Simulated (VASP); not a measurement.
The system is NiO2.

```
Ni O
1.0
     2.74819    0.00000    0.00000
    -1.37410    2.38000    0.00000
     0.00000    0.00000    4.56046
Ni O
1 2
Direct
  0.00000 0.00000 0.50000
  0.66667 0.33333 0.70390
  0.33333 0.66667 0.29610
```

| Quantity | Value |
| --- | --- |
| Program | VASP 6.6.1 |
| Task | relaxation of shape and atoms at fixed volume |
| Functional | r2SCAN |
| Potentials or basis | VASP PAW PBE potentials, release 64 (Ni_sv_GW, O) |
| Cutoff | 770 eV |
| k mesh | 12 × 12 × 6 |
| Occupations | gaussian, width 0.02 eV |
| Spin | no spin polarisation |

At the start: pressure 7.8 GPa; volume 9.94 Å³/atom.

Where does the relaxation end?

Over 5 steps the energy falls by 7.9 meV/atom; space group P-3m1 (No. 164, to 0.1 Å) before and after.

Step by step:
```csv
step,energy change (eV),largest force (eV/Å),pressure (GPa),volume (Å³)
1,0.0000,0.5274,7.77,29.83
2,-0.0188,0.0214,2.79,29.83
3,-0.0196,0.1143,1.47,29.83
4,-0.0234,0.0428,0.63,29.83
5,-0.0238,0.0073,0.27,29.83
```

Final structure:
```cif
data_structure
_symmetry_space_group_name_H-M 'P 1'
_symmetry_Int_Tables_number 1
_cell_length_a 2.7809
_cell_length_b 2.7809
_cell_length_c 4.4538
_cell_angle_alpha 90.000
_cell_angle_beta 90.000
_cell_angle_gamma 120.000
_cell_volume 29.83
loop_
_atom_site_label
_atom_site_type_symbol
_atom_site_fract_x
_atom_site_fract_y
_atom_site_fract_z
_atom_site_occupancy
Ni1 Ni 0.00000 0.00000 0.50000 1
O1 O 0.66667 0.33333 0.71091 1
O2 O 0.33333 0.66667 0.28909 1
```

Caveat: the PAW data sets were made with another functional, which shifts forces and pressure a little; the run has no spin polarisation, though such a crystal can be magnetic.
